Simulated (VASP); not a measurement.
A run of VASP 6.6.1:

Contents of INCAR:

```
SYSTEM = ScB2P3
ALGO = Normal
EDIFF = 1E-7
ENCUT = 520
GGA = PE
ISIF = 2
ISMEAR = 0
LASPH = .TRUE.
LCHARG = .FALSE.
LREAL = .FALSE.
LWAVE = .FALSE.
NBANDS = 44
NELM = 100
PREC = Accurate
SIGMA = 0.1
```

The input KPOINTS:

```
k-points
0
G
  6 6 6
  0 0 0
```

Contents of POSCAR:

```
ScB2P3
1.0
    5.4257981726     -3.0999698175      0.0000000000
    5.4257981726      3.0999698175      0.0000000000
    0.0000000000      0.0000000000      5.3521200996
Sc B P
2 4 6
Direct
    0.1848225846      0.8151774154      0.9016124535
    0.8151774154      0.1848225846      0.4016124535
    0.5147918330      0.8352565091      0.5408482890
    0.1647434909      0.4852081670      0.5408482890
    0.8352565091      0.5147918330      0.0408482890
    0.4852081670      0.1647434909      0.0408482890
    0.7601310172      0.2398689828      0.9198287567
    0.5781981909      0.8356281349      0.9034311059
    0.1643718651      0.4218018091      0.9034311059
    0.2398689828      0.7601310172      0.4198287567
    0.8356281349      0.5781981909      0.4034311059
    0.4218018091      0.1643718651      0.4034311059
```

Potentials or basis: VASP PAW PBE potentials, release 64 (Sc_sv, B, P).

Command:

```sh
$ cat potpaw_PBE.64/Sc_sv/POTCAR potpaw_PBE.64/B/POTCAR potpaw_PBE.64/P/POTCAR > POTCAR
$ mpirun -np 1 vasp_std > vasp.out
```

Hardware: 1 thread of Intel(R) Xeon(R) Platinum 8259CL CPU @ 2.50GHz (Skylake/Cascade Lake), with other jobs on the host.

Q: Estimate the wall time of this run.

A: Run time: 7.4 min on 1 thread of Intel(R) Xeon(R) Platinum 8259CL CPU @ 2.50GHz (Skylake/Cascade Lake) (shared host), peak memory 0.49 GiB. Counts: scf iterations 17, k points 52.
